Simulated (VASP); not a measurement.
Input of a VASP 6.6.1 run:

INCAR

```
SYSTEM = Y2SbN3
  ALGO = Normal
  EDIFF = 1E-6
  ENCUT = 520
  GGA = PS
  ISIF = 2
  ISMEAR = -1
  LASPH = .True.
  LCHARG = .False.
  LREAL = .False.
  LWAVE = .False.
  NBANDS = 30
  NELM = 100
  PREC = Accurate
  SIGMA = 0.03
```

Contents of KPOINTS:

```
k-points
0
Gamma
  6 6 2
  0 0 0
```

The input POSCAR:

```
Y2SbN3
1.0
    3.4412159524      0.0000000000      0.0000000000
   -1.7206079762      2.9801804347      0.0000000000
    0.0000000000      0.0000000000      8.5369732365
Y Sb N
2 1 3
Direct
    0.3333333333      0.6666666667      0.8357918117
    0.6666666667      0.3333333333      0.1642081883
    0.0000000000      0.0000000000      0.5000000000
    0.3333333333      0.6666666667      0.3193668258
    0.6666666667      0.3333333333      0.6806331742
    0.0000000000      0.0000000000      0.0000000000
```

Potentials or basis: VASP PAW PBE potentials, release 64 (Y_sv, Sb, N).

Command:

```console
$ cat potpaw_PBE.64/Y_sv/POTCAR potpaw_PBE.64/Sb/POTCAR potpaw_PBE.64/N/POTCAR > POTCAR
$ mpirun -np 1 vasp_std > vasp.out
```

Q: Estimate the band gap on the k mesh.

A: 0.33 eV, indirect (least direct gap 0.73 eV).

Q: Estimate the largest force.

A: 0.018 eV/Å.

Q: What does it give for the pressure?

A: -0.2 GPa.

Forces in eV/Å, atoms in the order of the input:
```
Y    0.000  0.000  0.005
Y    0.000  0.000 -0.005
Sb   0.000  0.000  0.000
N    0.000  0.000  0.018
N    0.000  0.000 -0.018
N    0.000  0.000  0.000
```

Caveat: the PAW data sets were made with another functional, which shifts forces and pressure a little; spin-orbit coupling is left out, which moves the levels of the heavy elements. A k mesh can miss the band edges.
